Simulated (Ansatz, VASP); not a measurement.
**Two plane-wave programs on NaH**

```
Na H
1.0
     3.28563    0.00000    0.00000
    -1.64281    2.84544    0.00000
     0.00000    0.00000    5.77205
Na H
2 2
Direct
  0.00000 0.00000 0.00000
  0.00000 0.00000 0.50000
  0.33333 0.66667 0.25000
  0.66667 0.33333 0.75000
```

Alike in both runs: task single point; functional r2SCAN; k mesh 9 × 9 × 4; no spin polarisation.

|  | VASP | Ansatz |
| --- | --- | --- |
| version | VASP 6.6.1 | Ansatz 0.2.0 |
| potentials or method | VASP PAW PBE potentials, release 64 (Na_pv, H) | plane waves, PAW |
| plane-wave cutoff (eV) | 520 | 500 |
| occupations | gaussian, width 0.01 eV | fixed |
| valence electrons in the cell | 16 | 20 |

VASP gave:

| Property | Result |
| --- | --- |
| gap on the k mesh at the Fermi level (eV) | 4.10 |
| pressure (GPa) | 0.7 |
| traceless stress, the component that is largest in VASP (GPa) | 0.10 |

Question: What did Ansatz give for the same quantities?

Answer: gap on the k mesh at the Fermi level (eV): 4.08; pressure (GPa): 0.8; traceless stress, the component that is largest in VASP (GPa): 0.05.

VASP's potentials were made for PBE, not for r2SCAN. VASP's potentials hold 16 valence electrons a cell and Ansatz's 20, so a difference there can come from the potentials and not from the codes.
